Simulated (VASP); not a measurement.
# Si (Fd-3m) in VASP: notebook

Runs on Si. Level: PBE. Tasks: single point.

Program: VASP 6.6.1. These are calculated values, not measurements. Logs are shortened: lines on timing, memory, paths and dates and some standing lists are left out, and cuts for length are marked.

## (1) The cell of the first run

The structure is cubic, space group Fd-3m (No. 227). The conventional cell has a = 5.470 Å, b = 5.470 Å, c = 5.470 Å, α = 90.00°, β = 90.00°, γ = 90.00°. Si (site symmetry -43m) has 4 Si at 2.37 Å within 3.1 Å.

## (2) Single point, PBE

File INCAR:

```
ALGO = Normal
EDIFF = 1E-6
ENCUT = 500
GGA = PE
GGA_COMPAT = False
ISIF = 2
ISMEAR = 0
LASPH = True
LCHARG = False
LREAL = False
LWAVE = False
NBANDS = 11
NELM = 120
PREC = Accurate
SIGMA = 0.02
```

File KPOINTS:

```
k-points
0
Gamma
  8 8 8
```

File POSCAR:

```
Si
1.0
    0.0000000000      2.7349662073      2.7349662073
    2.7349662073      0.0000000000      2.7349662073
    2.7349662073      2.7349662073      0.0000000000
Si
2
Direct
    0.0000000000      0.0000000000      0.0000000000
    0.2500000000      0.2500000000      0.2500000000
```

Potentials or basis: VASP PAW PBE potentials, release 64 (Si).

Launch:

```sh
> cat potpaw_PBE.64/Si/POTCAR > POTCAR
> mpirun -np 1 vasp_std > vasp.out
```

OUTCAR:

```text
EDIFF = 1E-6
   ENCUT = 500
   GGA = PE
   ISIF = 2
   ISMEAR = 0
   LASPH = True
   LREAL = False
   NELM = 120
   PREC = Accurate

 ion  position               nearest neighbor table
   1  0.000  0.000  0.000-   2 2.37   2 2.37   2 2.37   2 2.37
   2  0.250  0.250  0.250-   1 2.37   1 2.37   1 2.37   1 2.37

  LATTYP: Found a face centered cubic cell.
 ALAT       =     5.4699324146

  Lattice vectors:

 A1 = (   0.0000000000,   2.7349662073,   2.7349662073)
 A2 = (   2.7349662073,   0.0000000000,   2.7349662073)
 A3 = (   2.7349662073,   2.7349662073,   0.0000000000)

Analysis of symmetry for initial positions (statically):
=====================================================================
 Subroutine PRICEL returns:
 Original cell was already a primitive cell.

 Routine SETGRP: Setting up the symmetry group for a
 face centered cubic supercell.

 Subroutine GETGRP returns: Found 48 space group operations
 (whereof 24 operations were pure point group operations)
 out of a pool of 48 trial point group operations.

The static configuration has the point symmetry T_d .
 The point group associated with its full space group is O_h .

Analysis of symmetry for dynamics (positions and initial velocities):
=====================================================================
 Subroutine PRICEL returns:
 Original cell was already a primitive cell.

 Routine SETGRP: Setting up the symmetry group for a
 face centered cubic supercell.

 Subroutine GETGRP returns: Found 48 space group operations
 (whereof 24 operations were pure point group operations)
 out of a pool of 48 trial point group operations.

The dynamic configuration has the point symmetry T_d .
 The point group associated with its full space group is O_h .

 Subroutine INISYM returns: Found 48 space group operations
 (whereof 24 operations are pure point group operations),
 and found     1 'primitive' translations

----------------------------------------------------------------------------------------

                                     Primitive cell

  volume of cell :      40.9153

  direct lattice vectors                    reciprocal lattice vectors
     0.000000000  2.734966207  2.734966207    -0.182817615  0.182817615  0.182817615
     2.734966207  0.000000000  2.734966207     0.182817615 -0.182817615  0.182817615
     2.734966207  2.734966207  0.000000000     0.182817615  0.182817615 -0.182817615

  length of vectors
     3.867826303  3.867826303  3.867826303     0.316649398  0.316649398  0.316649398

  position of ions in fractional coordinates (direct lattice)
     0.000000000  0.000000000  0.000000000
     0.250000000  0.250000000  0.250000000

  ion indices of the primitive-cell ions
   primitive index   ion index
                 1           1
                 2           2

----------------------------------------------------------------------------------------

 KPOINTS: k-points

Automatic generation of k-mesh.
 Grid dimensions read from file:
 generate k-points for:    8    8    8

 Generating k-lattice:

  Cartesian coordinates                     Fractional coordinates (reciprocal lattice)
    -0.022852202  0.022852202  0.022852202     0.125000000  0.000000000  0.000000000
     0.022852202 -0.022852202  0.022852202     0.000000000  0.125000000  0.000000000
     0.022852202  0.022852202 -0.022852202     0.000000000  0.000000000  0.125000000

  Length of vectors
     0.039581175  0.039581175  0.039581175

  Shift w.r.t. Gamma in fractional coordinates (k-lattice)
     0.000000000  0.000000000  0.000000000

 Subroutine IBZKPT returns following result:
 ===========================================

 Found     29 irreducible k-points:

 Following reciprocal coordinates:
            Coordinates               Weight
  0.000000  0.000000  0.000000      1.000000
  0.125000  0.000000  0.000000      8.000000
  0.250000  0.000000  0.000000      8.000000
  0.375000  0.000000  0.000000      8.000000
  0.500000  0.000000  0.000000      4.000000
  0.125000  0.125000  0.000000      6.000000
[... 16 lines left out ...]
  0.500000  0.250000  0.125000     48.000000
 -0.375000  0.250000  0.125000     24.000000
 [... further k-points ...]
   k-points           NKPTS =     29   k-points in BZ     NKDIM =     29   number of bands    NBANDS=     11
   number of dos      NEDOS =    301   number of ions     NIONS =      2
   total plane-waves  NPLWV =  21952
   dimension x,y,z NGX =    28 NGY =   28 NGZ =   28
   dimension x,y,z NGXF=    56 NGYF=   56 NGZF=   56
   ions per type =               2
   NGX,Y,Z   is equivalent  to a cutoff of  12.03, 12.03, 12.03 a.u.
   NGXF,Y,Z  is equivalent  to a cutoff of  24.07, 24.07, 24.07 a.u.
 SYSTEM =  unknown system
   PREC   = accura    normal or accurate (medium, high low for compatibility)
   ISTART =      0    job   : 0-new  1-cont  2-samecut
   ICHARG =      2    charge: 1-file 2-atom 10-const
   ISPIN  =      1    spin polarized calculation?
   LNONCOLLINEAR =      F non collinear calculations
   LSORBIT =      F    spin-orbit coupling
   LASPH  =      T    aspherical Exc in radial PAW
   ENCUT  =  500.0 eV  36.75 Ry    6.06 a.u.   7.05  7.05  7.05*2*pi/ulx,y,z
   NELM   =    120;   NELMIN=  2; NELMDL= -5     # of ELM steps
   EDIFF  = 0.1E-05   stopping-criterion for ELM
   LREAL  =      F    real-space projection
   EDIFFG = 0.1E-04   stopping-criterion for IOM
   NSW    =      0    number of steps for IOM
   IBRION =     -1    ionic relax: 0-MD 1-quasi-New 2-CG
   NFREE  =      0    steps in history (QN), initial steepest desc. (CG)
   ISIF   =      2    stress and relaxation
   ISYM   =      2    0-nonsym 1-usesym 2-fastsym
   POTIM  = 0.5000    time-step for ionic-motion
   TEBEG  =    0.0;   TEEND  =   0.0 temperature during run
   PSTRESS=    0.0 pullay stress
   NELECT =       8.0000    total number of electrons
   NUPDOWN=      -1.0000    fix difference up-down
   EMIN   =  10.00;   EMAX   =-10.00  energy-range for DOS
   EFERMI =   0.00;   METHOD = LEGACY
   ISMEAR =     0;   SIGMA  =   0.02  broadening in eV -4-tet -1-fermi 0-gaus
   EFERMI_NEDOS =   21; number of points for ismear=-14 and -15
   IALGO  =     38    algorithm
   IMIX   =      4    mixing-type and parameters
     AMIX     =   0.40;   BMIX     =  1.00
     AMIX_MAG =   1.60;   BMIX_MAG =  1.00
  volume/ion in A,a.u.               =      20.46       138.06
  Fermi-wavevector in a.u.,A,eV,Ry     =   0.950188  1.795595 12.284118  0.902857
  Thomas-Fermi vector in A             =   2.078541
   LORBIT       =      0    0 simple, 1 ext, 2 COOP (PROOUT), +10 PAW based schemes
   GGA     = PE    functional components
   LHFCALC =     F    Hartree Fock is set to
   AEXX    =    0.0000 exact exchange contribution
   IVDW    =     0    specifies the selected vdW correction
   LEPSILON=     F    determine dielectric tensor
   LRPA    =     F    only Hartree local field effects (RPA)
 non-spin polarized calculation
 Gauss-broadening in eV      SIGMA  =   0.02
  energy-cutoff  :      500.00
  volume of cell :       40.92
 maximum number of plane-waves:      1056
   NGX = 15   NGY = 15   NGZ = 15

 number of electron       8.0000000 magnetization

 Free energy of the ion-electron system (eV)
  ---------------------------------------------------
  ext. energy  EPLUGINS =         0.00000000
  ---------------------------------------------------
  free energy    TOTEN  =       -10.84606451 eV

  energy without entropy =      -10.84606451  energy(sigma->0) =      -10.84606451

 E-fermi :   5.7215     XC(G=0):  -9.3240

 val. band max:        5.6107763524   @ k =   0.0000   0.0000   0.0000
 cond. band min:       6.2618094942   @ k =   0.3750   0.3750   0.0000
 fundamental gap:      0.6510331417
 Fermi energy:         5.7214997856

 k-point     1 :       0.0000    0.0000    0.0000
  band No.  band energies     occupation
      1      -6.1997      2.00000
      2       5.6108      2.00000
      3       5.6108      2.00000
      4       5.6108      2.00000
      5       8.1669      0.00000
      6       8.1669      0.00000
      7       8.1669      0.00000
      8       8.7372      0.00000
      9      13.3190      0.00000
     10      13.3190      0.00000
     11      13.4853      0.00000

 k-point     2 :       0.1250    0.0000    0.0000
  band No.  band energies     occupation
      1      -5.9993      2.00000
      2       4.0201      2.00000
      3       5.3285      2.00000
      4       5.3285      2.00000
      5       8.0516      0.00000
      6       8.5822      0.00000
      7       8.5822      0.00000
      8      10.1379      0.00000
      9      12.8464      0.00000
     10      12.8464      0.00000
     11      14.2607      0.00000

 k-point     3 :       0.2500    0.0000    0.0000
  band No.  band energies     occupation
      1      -5.4152      2.00000
      2       1.7256      2.00000
      3       4.8661      2.00000
      4       4.8661      2.00000
      5       7.5677      0.00000
      6       9.1000      0.00000
      7       9.1000      0.00000
      8      12.3565      0.00000
      9      12.7972      0.00000
     10      12.7972      0.00000
     11      14.5380      0.00000

 k-point     4 :       0.3750    0.0000    0.0000
  band No.  band energies     occupation
      1      -4.5413      2.00000
      2      -0.2577      2.00000
      3       4.5435      2.00000
      4       4.5435      2.00000
      5       7.2031      0.00000
      6       9.0635      0.00000
      7       9.0635      0.00000
      8      13.4464      0.00000
      9      14.1483      0.00000
     10      14.1483      0.00000
     11      15.1174      0.00000
[... 239 lines left out ...]
 k-point    22 :       0.3750    0.2500    0.1250
  band No.  band energies     occupation
      1      -4.8955      2.00000
      2       1.3432      2.00000
      3       2.9603      2.00000
      4       4.2114      2.00000
      5       8.0535      0.00000
      6       9.4354      0.00000
      7       9.8138      0.00000
      8      11.0497      0.00000
      9      13.3214      0.00000
     10      15.7119      0.00000
     11      16.5716      0.00000

 k-point    23 :       0.5000    0.2500    0.1250
  band No.  band energies     occupation
      1      -4.0266      2.00000
      2      -0.1755      2.00000
      3       2.3565      2.00000
      4       3.7243      2.00000
      5       8.4745      0.00000
      6       9.1397      0.00000
      7      10.5871      0.00000
      8      11.4874      0.00000
      9      14.5389      0.00000
     10      15.2344      0.00000
     11      17.5103      0.00000

 k-point    24 :      -0.3750    0.2500    0.1250
  band No.  band energies     occupation
      1      -3.3929      2.00000
      2      -1.0943      2.00000
      3       2.2250      2.00000
      4       3.5015      2.00000
      5       8.6331      0.00000
      6       8.7573      0.00000
      7      11.4557      0.00000
      8      12.6754      0.00000
      9      12.9153      0.00000
     10      16.1164      0.00000
     11      17.1598      0.00000

 [... further k-points ...]
[... 5 lines left out ...]
  --------------------------------------------------------------------------------------
  -------------------------------------------------------------------------------------
  Total       -0.0145987     -0.0145987     -0.0145987     -0.0000000     -0.0000000     -0.0000000
  in kB       -0.5716596     -0.5716596     -0.5716596     -0.0000000     -0.0000000     -0.0000000
  external PRESSURE =      -0.5716596 kB  Pullay stress =       0.0000000 kB

 VOLUME and BASIS-vectors are now :
 -----------------------------------------------------------------------------
  energy-cutoff  :      500.00
  volume of cell :       40.92
      direct lattice vectors                 reciprocal lattice vectors
     0.000000000  2.734966207  2.734966207    -0.182817615  0.182817615  0.182817615
     2.734966207  0.000000000  2.734966207     0.182817615 -0.182817615  0.182817615
     2.734966207  2.734966207  0.000000000     0.182817615  0.182817615 -0.182817615

 POSITION                                       TOTAL-FORCE (eV/Angst)
 -----------------------------------------------------------------------------------
      0.00000      0.00000      0.00000         0.000000      0.000000      0.000000
      1.36748      1.36748      1.36748        -0.000000     -0.000000     -0.000000
 -----------------------------------------------------------------------------------
    total drift:                                0.000000      0.000000     -0.000000

  FREE ENERGIE OF THE ION-ELECTRON SYSTEM (eV)
  ---------------------------------------------------
  free  energy   TOTEN  =       -10.8460645086 eV

  energy  without entropy=      -10.8460645086  energy(sigma->0) =      -10.84606451
```

It took 4.4 s on 1 thread of Intel Xeon 6975P-C (Granite Rapids), shared host; peak memory 0.14 GiB.

Results:

```yaml
Free_energy: -10.8461 eV
Pressure: -0.1 GPa
Band_gap_on_the_k_mesh: 0.65 eV, indirect (least direct gap 2.56 eV)
```

## (3) Single point, PBE

File INCAR:

```
ALGO = Normal ; EDIFF = 1E-6
ENCUT = 500 ; GGA = PE
GGA_COMPAT = False ; ISIF = 2
ISMEAR = 0 ; LASPH = True
LCHARG = False ; LREAL = False
LWAVE = False ; NBANDS = 11
NELM = 120 ; PREC = Accurate
SIGMA = 0.02
```

File KPOINTS:

```
k-points
0
Gamma
  10 10 10
```

POSCAR is that of step 2.

Potentials or basis: VASP PAW PBE potentials, release 64 (Si).

Launch:

```sh
> cat potpaw_PBE.64/Si/POTCAR > POTCAR
> mpirun -np 1 vasp_std > vasp.out
```

OUTCAR:

```text
EDIFF = 1E-6
   ENCUT = 500
   GGA = PE
   ISIF = 2
   ISMEAR = 0
   LASPH = True
   LREAL = False
   NELM = 120
   PREC = Accurate

 ion  position               nearest neighbor table
   1  0.000  0.000  0.000-   2 2.37   2 2.37   2 2.37   2 2.37
   2  0.250  0.250  0.250-   1 2.37   1 2.37   1 2.37   1 2.37

  LATTYP: Found a face centered cubic cell.
 ALAT       =     5.4699324146

  Lattice vectors:

 A1 = (   0.0000000000,   2.7349662073,   2.7349662073)
[... 524 lines left out ...]
------------------------ aborting loop because EDIFF is reached ----------------------------------------

  FORCE on cell =-STRESS in cart. coord.  units (eV):
  Direction    XX          YY          ZZ          XY          YZ          ZX
  --------------------------------------------------------------------------------------
  -------------------------------------------------------------------------------------
  Total       -0.0158813     -0.0158813     -0.0158813     -0.0000000      0.0000000      0.0000000
  in kB       -0.6218848     -0.6218848     -0.6218848     -0.0000000      0.0000000      0.0000000
  external PRESSURE =      -0.6218848 kB  Pullay stress =       0.0000000 kB

 VOLUME and BASIS-vectors are now :
 -----------------------------------------------------------------------------
  energy-cutoff  :      500.00
  volume of cell :       40.92
      direct lattice vectors                 reciprocal lattice vectors
     0.000000000  2.734966207  2.734966207    -0.182817615  0.182817615  0.182817615
     2.734966207  0.000000000  2.734966207     0.182817615 -0.182817615  0.182817615
     2.734966207  2.734966207  0.000000000     0.182817615  0.182817615 -0.182817615

 POSITION                                       TOTAL-FORCE (eV/Angst)
 -----------------------------------------------------------------------------------
      0.00000      0.00000      0.00000         0.000000      0.000000      0.000000
      1.36748      1.36748      1.36748        -0.000000     -0.000000     -0.000000
 -----------------------------------------------------------------------------------
    total drift:                                0.000000      0.000000     -0.000000

  FREE ENERGIE OF THE ION-ELECTRON SYSTEM (eV)
  ---------------------------------------------------
  free  energy   TOTEN  =       -10.8491836660 eV

  energy  without entropy=      -10.8491836660  energy(sigma->0) =      -10.84918367
```

Wall time 6.4 s (1 thread of Intel Xeon 6975P-C (Granite Rapids), shared host); peak memory 0.15 GiB.

What came out:

- Free energy: -10.8492 eV
- Pressure: -0.1 GPa
- Band gap on the k mesh: 0.62 eV, indirect (least direct gap 2.56 eV)

Levels at points of the mesh, in eV from the valence-band top:
```
           k point  band 1  band 2  band 3  band 4  band 5  band 6  band 7  band 8  band 9
(0.00, 0.00, 0.00)  -11.81    0.00    0.00    0.00    2.56    2.56    2.56    3.13    7.71
(0.50, 0.00, 0.00)   -9.53   -6.87   -1.18   -1.18    1.46    3.35    3.35    7.70   10.49
(0.50, 0.50, 0.00)   -7.74   -7.74   -2.79   -2.79    0.75    0.75    9.93    9.93   10.91
```

A k mesh can miss the band edges. As with any semilocal functional, this PBE gap is likely too small.
